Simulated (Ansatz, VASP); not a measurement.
## One calculation of CO2, two programs

```
C O
1.0
     4.59463    0.00000    0.00000
     0.00000    4.59463    0.00000
     0.19139    0.00000    4.78481
C O
2 4
Cartesian
  2.3930 2.2973 2.3924
  0.0000 0.0000 0.0000
  1.5678 3.1226 2.3924
  3.2182 1.4721 2.3924
  0.8252 0.8252 0.0000
  3.7694 3.7694 0.0000
```

Change from the starting cell: shear of c along a, cell held, atoms relaxed: +4.0 %.

Alike in both runs: functional PBEsol; k mesh 6 × 6 × 6; occupations gaussian, width 0.02 eV; no spin polarisation.

Ansatz relaxed the structure, and its values are those at the end. VASP's run is a single point on that final structure, the one shown.

|  | VASP | Ansatz |
| --- | --- | --- |
| version | VASP 6.6.1 | Ansatz 0.2.0 |
| potentials or method | VASP PAW PBE potentials, release 64 (C, O), cutoff 520 eV | scalar-relativistic, plane waves, PAW |
| valence electrons in the cell | 32 | 32 |

Ansatz gave:

* gap on the k mesh at the Fermi level (eV): 6.59
* least direct gap on the mesh (eV): 6.78
* pressure (GPa): 0.0
* rms of the force components (eV/Å): 0.002

Question: What did VASP give for the same quantities?

Answer: gap on the k mesh at the Fermi level (eV): 6.57; least direct gap on the mesh (eV): 6.76; pressure (GPa): 1.5; rms of the force components (eV/Å): 0.332.

VASP's potentials were made for PBE, not for PBEsol. Ansatz's warnings: stress scf threshold loose.

Noted on VASP's run: the standard files for N, O and F lose accuracy on very short bonds.
